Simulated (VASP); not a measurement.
Ti3C2: single point with PBEsol

Ti3C2:

```xyz
10
Lattice="2.9204 0.0000 0.0000 -1.4602 2.5291 0.0000 0.0000 0.0000 15.1711" Properties=species:S:1:pos:R:3 pbc="T T T"
Ti    0.0000    1.6861   12.7526
Ti    1.4602    0.8430    5.1670
Ti    1.4602    0.8430    2.4185
Ti    0.0000    1.6861   10.0040
Ti    0.0000    0.0000    0.0000
Ti    0.0000    0.0000    7.5855
C     1.4602    0.8430   13.8665
C     0.0000    1.6861    6.2809
C     1.4602    0.8430    8.8901
C     0.0000    1.6861    1.3046
```

This cell differs from its parent crystal: biaxial strain in the a-b plane: -4.0 %, then relaxed in part.

```json
{
 "Program": "VASP 6.6.1",
 "Task": "single point",
 "Functional": "PBEsol",
 "Potentials or basis": "VASP PAW PBE potentials, release 64 (Ti_sv, C)",
 "Cutoff": "520 eV",
 "k mesh": "12 × 12 × 4",
 "Occupations": "gaussian, width 0.1 eV",
 "Spin": "no spin polarisation",
 "Dipole correction": "no",
 "Further INCAR settings": "ALGO = Normal; EDIFF = 1e-06; NBANDS = 55"
}
```

```yaml
Pressure: 13.5 GPa
Largest_force: 0.025 eV/Å
Band_gap_on_the_k_mesh: zero (bands 44 and 45 overlap by 0.35 eV)
```

Forces on the atoms (eV/Å):
```
Ti   0.000  0.000 -0.025
Ti   0.000  0.000 -0.025
Ti   0.000  0.000  0.025
Ti   0.000  0.000  0.025
Ti   0.000  0.000  0.000
Ti   0.000  0.000  0.000
C    0.000  0.000  0.004
C    0.000  0.000  0.004
C    0.000  0.000 -0.004
C    0.000  0.000 -0.004
```

Stress tensor (GPa, compression positive):
```
20.09  0.00  0.00
 0.00 20.09  0.00
 0.00  0.00  0.22
```

Levels at points of the mesh, in eV from the Fermi level:
| k point | band 40 | band 41 | band 42 | band 43 | band 44 | band 45 | band 46 | band 47 | band 48 | band 49 |
| --- | --- | --- | --- | --- | --- | --- | --- | --- | --- | --- |
| (0.00, 0.00, 0.00) | -1.60 | -1.49 | -1.49 | -0.23 | 0.06 | 0.62 | 0.62 | 0.75 | 0.75 | 1.54 |
| (0.50, 0.00, 0.00) | -1.89 | -1.80 | -1.62 | -1.19 | -1.13 | 0.46 | 0.79 | 1.65 | 2.04 | 2.29 |
| (0.00, 0.00, 0.50) | -1.55 | -1.55 | -1.55 | -0.09 | -0.09 | 0.68 | 0.68 | 0.68 | 0.68 | 1.63 |
| (0.50, 0.00, 0.50) | -2.03 | -1.71 | -1.71 | -1.15 | -1.15 | 0.60 | 0.60 | 1.86 | 1.86 | 2.54 |

It took 5.3 min on 1 thread of Intel(R) Xeon(R) 6975P-C (Granite Rapids), with other jobs on the host, peak memory 0.42 GiB.

Caveat: the cell differs from its parent crystal (biaxial strain in the a-b plane: -4.0 %, then relaxed in part); the stress differs along the axes, from 0 to 20 GPa; the PAW data sets were made with another functional, which shifts forces and pressure a little.
